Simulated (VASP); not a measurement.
# Si (Imma) in VASP: further runs

Runs on Si. Level: LDA. Tasks: single point.

Everything below comes from runs of VASP 6.6.1. Logs are shortened: lines on timing, memory, paths and dates and some standing lists are left out, and cuts for length are marked.

### 1 The cell of the first run

Symmetry: Imma, No. 74, orthorhombic system. Conventional cell: a = 4.502 Å, b = 4.737 Å, c = 2.601 Å, α = 90.00°, β = 90.00°, γ = 90.00°. Si (site symmetry mm2) has 20 Si at 2.39 to 3.74 Å within 3.8 Å.

### 2 Single point, LDA (zz strain of +2 %)

Contents of INCAR:

```
SYSTEM = Si
PREC = Accurate
ENCUT = 520
EDIFF = 1E-6
ISMEAR = -1
SIGMA = 0.05
LREAL = .FALSE.
LASPH = .TRUE.
NELM = 100
ALGO = Normal
ISIF = 2
LWAVE = .FALSE.
LCHARG = .FALSE.
NBANDS = 11
```

Contents of KPOINTS:

```
regular mesh
0
G
  16 16 16
  0 0 0
```

Contents of POSCAR:

```
Si
1.0
   -2.2510000000      2.3685000000      1.3005000000
    2.2510000000     -2.3685000000      1.3005000000
    2.2510000000      2.3685000000     -1.3005000000
Si
2
Direct
    0.8070000000      0.5570000000      0.2500000000
    0.1930000000      0.4430000000      0.7500000000
```

Potentials or basis: VASP PAW LDA potentials, release 64 (Si).

The run is started by

```bash
cat potpaw_LDA.64/Si/POTCAR > POTCAR
mpirun -np 1 vasp_std > vasp.out
```

OUTCAR:

```text
SYSTEM = Si
   PREC = Accurate
   ENCUT = 520
   EDIFF = 1E-6
   ISMEAR = -1
   LREAL = .FALSE.
   LASPH = .TRUE.
   NELM = 100
   ISIF = 2

 ion  position               nearest neighbor table
   1  0.807  0.557  0.250-   2 2.39   2 2.39   2 2.46   2 2.46   2 2.76   2 2.76
   2  0.193  0.443  0.750-   1 2.39   1 2.39   1 2.46   1 2.46   1 2.76   1 2.76

  LATTYP: Found a body centered orthorhombic cell.
 ALAT       =     2.6010000000
 B/A-ratio  =     1.7308727413
 C/A-ratio  =     1.8212226067

  Lattice vectors:

 A1 = (   2.2510000000,  -2.3685000000,   1.3005000000)
 A2 = (  -2.2510000000,  -2.3685000000,  -1.3005000000)
 A3 = (   2.2510000000,   2.3685000000,  -1.3005000000)

Analysis of symmetry for initial positions (statically):
=====================================================================
 Subroutine PRICEL returns:
 Original cell was already a primitive cell.

 Routine SETGRP: Setting up the symmetry group for a
 body centered orthorhombic supercell.

 Subroutine GETGRP returns: Found  8 space group operations
 (whereof  4 operations were pure point group operations)
 out of a pool of  8 trial point group operations.

The static configuration has the point symmetry C_2h.
 The point group associated with its full space group is D_2h.

Analysis of symmetry for dynamics (positions and initial velocities):
=====================================================================
 Subroutine PRICEL returns:
 Original cell was already a primitive cell.

 Routine SETGRP: Setting up the symmetry group for a
 body centered orthorhombic supercell.

 Subroutine GETGRP returns: Found  8 space group operations
 (whereof  4 operations were pure point group operations)
 out of a pool of  8 trial point group operations.

The dynamic configuration has the point symmetry C_2h.
 The point group associated with its full space group is D_2h.

 Subroutine INISYM returns: Found  8 space group operations
 (whereof  4 operations are pure point group operations),
 and found     1 'primitive' translations

----------------------------------------------------------------------------------------

                                     Primitive cell

  volume of cell :      27.7344

  direct lattice vectors                    reciprocal lattice vectors
    -2.251000000  2.368500000  1.300500000     0.000000000  0.211104074  0.384467512
     2.251000000 -2.368500000  1.300500000     0.222123501  0.000000000  0.384467512
     2.251000000  2.368500000 -1.300500000     0.222123501  0.211104074  0.000000000

  length of vectors
     3.516830036  3.516830036  3.516830036     0.438611671  0.444020402  0.306437236

  position of ions in fractional coordinates (direct lattice)
     0.807000000  0.557000000  0.250000000
     0.193000000  0.443000000  0.750000000

  ion indices of the primitive-cell ions
   primitive index   ion index
                 1           1
                 2           2

----------------------------------------------------------------------------------------

 KPOINTS: regular mesh

Automatic generation of k-mesh.
 Grid dimensions read from file:
 generate k-points for:   16   16   16

 Generating k-lattice:

  Cartesian coordinates                     Fractional coordinates (reciprocal lattice)
     0.000000000  0.013194005  0.024029220     0.062500000 -0.000000000  0.000000000
     0.013882719  0.000000000  0.024029220     0.000000000  0.062500000  0.000000000
     0.013882719  0.013194005  0.000000000     0.000000000 -0.000000000  0.062500000

  Length of vectors
     0.027413229  0.027751275  0.019152327

  Shift w.r.t. Gamma in fractional coordinates (k-lattice)
     0.000000000  0.000000000  0.000000000

 Subroutine IBZKPT returns following result:
 ===========================================

 Found    621 irreducible k-points:

 Following reciprocal coordinates:
            Coordinates               Weight
  0.000000  0.000000  0.000000      1.000000
  0.062500  0.000000  0.000000      4.000000
  0.125000  0.000000  0.000000      4.000000
  0.187500  0.000000  0.000000      4.000000
  0.250000  0.000000  0.000000      4.000000
  0.312500 -0.000000  0.000000      4.000000
[... 16 lines left out ...]
 -0.187500  0.062500  0.000000      8.000000
 -0.125000  0.062500  0.000000      8.000000
 [... further k-points ...]
   k-points           NKPTS =    621   k-points in BZ     NKDIM =    621   number of bands    NBANDS=     11
   number of dos      NEDOS =    301   number of ions     NIONS =      2
   total plane-waves  NPLWV =  21952
   dimension x,y,z NGX =    28 NGY =   28 NGZ =   28
   dimension x,y,z NGXF=    56 NGYF=   56 NGZF=   56
   ions per type =               2
   NGX,Y,Z   is equivalent  to a cutoff of  13.24, 13.24, 13.24 a.u.
   NGXF,Y,Z  is equivalent  to a cutoff of  26.47, 26.47, 26.47 a.u.
 SYSTEM =  Si
   PREC   = accura    normal or accurate (medium, high low for compatibility)
   ISTART =      0    job   : 0-new  1-cont  2-samecut
   ICHARG =      2    charge: 1-file 2-atom 10-const
   ISPIN  =      1    spin polarized calculation?
   LNONCOLLINEAR =      F non collinear calculations
   LSORBIT =      F    spin-orbit coupling
   LASPH  =      T    aspherical Exc in radial PAW
   ENCUT  =  520.0 eV  38.22 Ry    6.18 a.u.   6.54  6.54  6.54*2*pi/ulx,y,z
   NELM   =    100;   NELMIN=  2; NELMDL= -5     # of ELM steps
   EDIFF  = 0.1E-05   stopping-criterion for ELM
   LREAL  =      F    real-space projection
   EDIFFG = 0.1E-04   stopping-criterion for IOM
   NSW    =      0    number of steps for IOM
   IBRION =     -1    ionic relax: 0-MD 1-quasi-New 2-CG
   NFREE  =      0    steps in history (QN), initial steepest desc. (CG)
   ISIF   =      2    stress and relaxation
   ISYM   =      2    0-nonsym 1-usesym 2-fastsym
   POTIM  = 0.5000    time-step for ionic-motion
   TEBEG  =    0.0;   TEEND  =   0.0 temperature during run
   PSTRESS=    0.0 pullay stress
   NELECT =       8.0000    total number of electrons
   NUPDOWN=      -1.0000    fix difference up-down
   EMIN   =  10.00;   EMAX   =-10.00  energy-range for DOS
   EFERMI =   0.00;   METHOD = LEGACY
   ISMEAR =    -1;   SIGMA  =   0.05  broadening in eV -4-tet -1-fermi 0-gaus
   EFERMI_NEDOS =   21; number of points for ismear=-14 and -15
   IALGO  =     38    algorithm
   IMIX   =      4    mixing-type and parameters
     AMIX     =   0.40;   BMIX     =  1.00
     AMIX_MAG =   1.60;   BMIX_MAG =  1.00
  volume/ion in A,a.u.               =      13.87        93.58
  Fermi-wavevector in a.u.,A,eV,Ry     =   1.081679  2.044077 15.919219  1.170030
  Thomas-Fermi vector in A             =   2.217702
   LORBIT       =      0    0 simple, 1 ext, 2 COOP (PROOUT), +10 PAW based schemes
   GGA     = CA    functional components
   LHFCALC =     F    Hartree Fock is set to
   AEXX    =    0.0000 exact exchange contribution
   IVDW    =     0    specifies the selected vdW correction
   LEPSILON=     F    determine dielectric tensor
   LRPA    =     F    only Hartree local field effects (RPA)
 non-spin polarized calculation
  energy-cutoff  :      520.00
  volume of cell :       27.73
 maximum number of plane-waves:       767
 NGX is ok and might be reduce to    28
   NGX = 13   NGY = 13   NGZ = 13

 number of electron       8.0000000 magnetization

 Free energy of the ion-electron system (eV)
  ---------------------------------------------------
  ext. energy  EPLUGINS =         0.00000000
  ---------------------------------------------------
  free energy    TOTEN  =       -11.44591488 eV

  energy without entropy =      -11.43965960  energy(sigma->0) =      -11.44278724

 E-fermi :  10.3780     XC(G=0): -11.3724

 val. band max:       10.3762411891   @ k =   0.4375  -0.2500   0.0625
 cond. band min:      10.3802927449   @ k =  -0.1875  -0.4375   0.1250
 fundamental gap:      0.0040515558
 Fermi energy:        10.3780211147

 k-point     1 :       0.0000    0.0000    0.0000
  band No.  band energies     occupation
      1      -4.1805      2.00000
      2       7.6303      2.00000
      3       8.0556      2.00000
      4       8.9312      2.00000
      5      11.6805      0.00000
      6      18.1313      0.00000
      7      19.5571      0.00000
      8      19.8668      0.00000
      9      20.3604      0.00000
     10      20.7110      0.00000
     11      22.4455      0.00000

 k-point     2 :       0.0625    0.0000    0.0000
  band No.  band energies     occupation
      1      -4.0723      2.00000
      2       7.5846      2.00000
      3       7.7325      2.00000
      4       9.4235      2.00000
      5      11.9315      0.00000
      6      17.3233      0.00000
      7      18.3637      0.00000
      8      19.5971      0.00000
      9      20.0211      0.00000
     10      20.7086      0.00000
     11      22.1886      0.00000

 k-point     3 :       0.1250    0.0000    0.0000
  band No.  band energies     occupation
      1      -3.7481      2.00000
      2       7.3357      2.00000
      3       7.4987      2.00000
      4      10.2913      1.70019
      5      12.6306      0.00000
      6      15.9375      0.00000
      7      16.2534      0.00000
      8      18.4690      0.00000
      9      18.6562      0.00000
     10      19.9878      0.00000
     11      22.3658      0.00000

 k-point     4 :       0.1875    0.0000    0.0000
  band No.  band energies     occupation
      1      -3.2093      2.00000
      2       7.0931      2.00000
      3       7.4640      2.00000
      4      11.0381      0.00000
      5      13.6696      0.00000
      6      14.1620      0.00000
      7      14.6458      0.00000
      8      16.7434      0.00000
      9      17.6013      0.00000
     10      18.8190      0.00000
     11      23.4232      0.00000

 k-point     5 :       0.2500    0.0000    0.0000
  band No.  band energies     occupation
      1      -2.4578      2.00000
      2       7.0245      2.00000
      3       7.5457      2.00000
      4      10.3448      1.32023
      5      13.2272      0.00000
      6      13.8701      0.00000
      7      14.6052      0.00000
      8      15.4770      0.00000
      9      16.7076      0.00000
     10      17.8680      0.00000
     11      24.0230      0.00000
[... 211 lines left out ...]
 k-point    21 :      -0.3125    0.0625   -0.0000
  band No.  band energies     occupation
      1      -2.2084      2.00000
      2       5.9822      2.00000
      3       7.6492      2.00000
      4      10.0456      1.99741
      5      12.8308      0.00000
      6      14.2489      0.00000
      7      14.9973      0.00000
      8      16.2704      0.00000
      9      16.5037      0.00000
     10      18.7262      0.00000
     11      23.1709      0.00000

 k-point    22 :      -0.2500    0.0625    0.0000
  band No.  band energies     occupation
      1      -3.0082      2.00000
      2       5.9736      2.00000
      3       7.5898      2.00000
      4      11.3402      0.00000
      5      13.7960      0.00000
      6      14.0711      0.00000
      7      14.8925      0.00000
      8      16.5958      0.00000
      9      17.5780      0.00000
     10      19.5689      0.00000
     11      22.5492      0.00000

 k-point    23 :      -0.1875    0.0625    0.0000
  band No.  band energies     occupation
      1      -3.5961      2.00000
      2       6.1462      2.00000
      3       7.6641      2.00000
      4      10.8703      0.00011
      5      13.4992      0.00000
      6      15.1765      0.00000
      7      15.8770      0.00000
      8      18.0039      0.00000
      9      18.9623      0.00000
     10      20.5598      0.00000
     11      22.2031      0.00000

 k-point    24 :      -0.1250    0.0625    0.0000
  band No.  band energies     occupation
      1      -3.9698      2.00000
      2       6.4882      2.00000
      3       7.8218      2.00000
      4      10.0634      1.99630
      5      12.6340      0.00000
      6      16.3832      0.00000
      7      18.0594      0.00000
      8      19.3794      0.00000
      9      20.0819      0.00000
     10      21.1866      0.00000
     11      22.4891      0.00000

 [... further k-points ...]

------------------------ aborting loop because EDIFF is reached ----------------------------------------

  FORCE on cell =-STRESS in cart. coord.  units (eV):
  Direction    XX          YY          ZZ          XY          YZ          ZX
  --------------------------------------------------------------------------------------
  -------------------------------------------------------------------------------------
  Total        1.2567533      1.9396360      1.0085997      0.0000000      0.0000000      0.0000000
  in kB       72.6007942    112.0499283     58.2653241      0.0000000      0.0000000      0.0000000
  external PRESSURE =      80.9720155 kB  Pullay stress =       0.0000000 kB

 VOLUME and BASIS-vectors are now :
 -----------------------------------------------------------------------------
  energy-cutoff  :      520.00
  volume of cell :       27.73
      direct lattice vectors                 reciprocal lattice vectors
    -2.251000000  2.368500000  1.300500000     0.000000000  0.211104074  0.384467512
     2.251000000 -2.368500000  1.300500000     0.222123501  0.000000000  0.384467512
     2.251000000  2.368500000 -1.300500000     0.222123501  0.211104074  0.000000000

 POSITION                                       TOTAL-FORCE (eV/Angst)
 -----------------------------------------------------------------------------------
     -0.00000      1.18425      1.44876        -0.000000      0.000000      0.039429
      2.25100      1.18425     -0.14826         0.000000     -0.000000     -0.039429
 -----------------------------------------------------------------------------------
    total drift:                                0.000000     -0.000000     -0.000000

  FREE ENERGIE OF THE ION-ELECTRON SYSTEM (eV)
  ---------------------------------------------------
  free  energy   TOTEN  =       -11.4459148798 eV

  energy  without entropy=      -11.4396596002  energy(sigma->0) =      -11.44278724
```

Wall time 2.4 min (1 thread of AMD EPYC 7R13 (Zen 3), shared host); peak memory 0.22 GiB.

What came out:

| Property | Result |
| --- | --- |
| Free energy | -11.4459 eV |
| Pressure | 8.1 GPa |
| Largest force | 0.039 eV/Å |
| Band gap on the k mesh | zero (bands 4 and 5 overlap by 7.54 eV) |

Forces in eV/Å, atoms in the order of the input:
```
Si   0.000  0.000  0.039
Si   0.000  0.000 -0.039
```

Caveat: the cell differs from its parent crystal (zz strain of +2 %); the stress differs along the axes, from 6 to 11 GPa.

### 3 Single point, LDA (equal xx and yy strain of +1 %)

Contents of INCAR:

```
SYSTEM = Si
  PREC = Accurate
  ENCUT = 520
  EDIFF = 1E-6
  ISMEAR = -1
  SIGMA = 0.05
  LREAL = .FALSE.
  LASPH = .TRUE.
  NELM = 100
  ALGO = Normal
  ISIF = 2
  LWAVE = .FALSE.
  LCHARG = .FALSE.
  GGA = CA
  NBANDS = 11
```

Contents of KPOINTS:

```
Automatic mesh
0
G
  16 16 16
  0 0 0
```

Contents of POSCAR:

```
Si
1.0
   -2.2735100000      2.3921850000      1.2750000000
    2.2735100000     -2.3921850000      1.2750000000
    2.2735100000      2.3921850000     -1.2750000000
Si
2
Direct
    0.8070000000      0.5570000000      0.2500000000
    0.1930000000      0.4430000000      0.7500000000
```

Potentials or basis: VASP PAW LDA potentials, release 64 (Si).

The run is started by

```bash
cat potpaw_LDA.64/Si/POTCAR > POTCAR
mpirun -np 1 vasp_std > vasp.out
```

Run time: 2.2 min. Hardware: 1 thread of AMD EPYC 7R13 (Zen 3), shared host; peak memory 0.22 GiB.

The run converged. Its results:

```yaml
Free_energy: -11.4507 eV
Pressure: 7.8 GPa
Largest_force: 0.030 eV/Å
Band_gap_on_the_k_mesh: zero (bands 4 and 5 overlap by 7.15 eV)
```

Forces in eV/Å, atoms in the order of the input:
```
Si   0.000  0.000  0.030
Si   0.000  0.000 -0.030
```

Stress tensor (GPa, compression positive):
```
7.19 0.00 0.00
0.00 7.98 0.00
0.00 0.00 8.11
```

Levels at points of the mesh, in eV from the Fermi level:
```csv
k point,band 1,band 2,band 3,band 4,band 5,band 6,band 7,band 8
"(0.00, 0.00, 0.00)",-14.57,-2.98,-2.48,-1.92,1.19,7.73,8.76,9.92
"(0.50, 0.00, 0.00)",-7.77,-7.44,-1.80,-1.34,-1.26,0.16,4.72,5.11
"(0.00, 0.50, 0.00)",-7.71,-7.11,-2.80,-2.08,-1.49,1.22,5.03,6.22
"(0.50, 0.50, 0.00)",-11.30,-11.30,0.09,0.09,2.76,2.76,8.74,8.74
"(0.50, 0.50, 0.50)",-9.18,-8.16,-7.51,-7.24,5.90,6.70,13.58,14.24
```

Caveat: the cell differs from its parent crystal (equal xx and yy strain of +1 %); the cell stands under pressure.

[end of part 1 of 2]
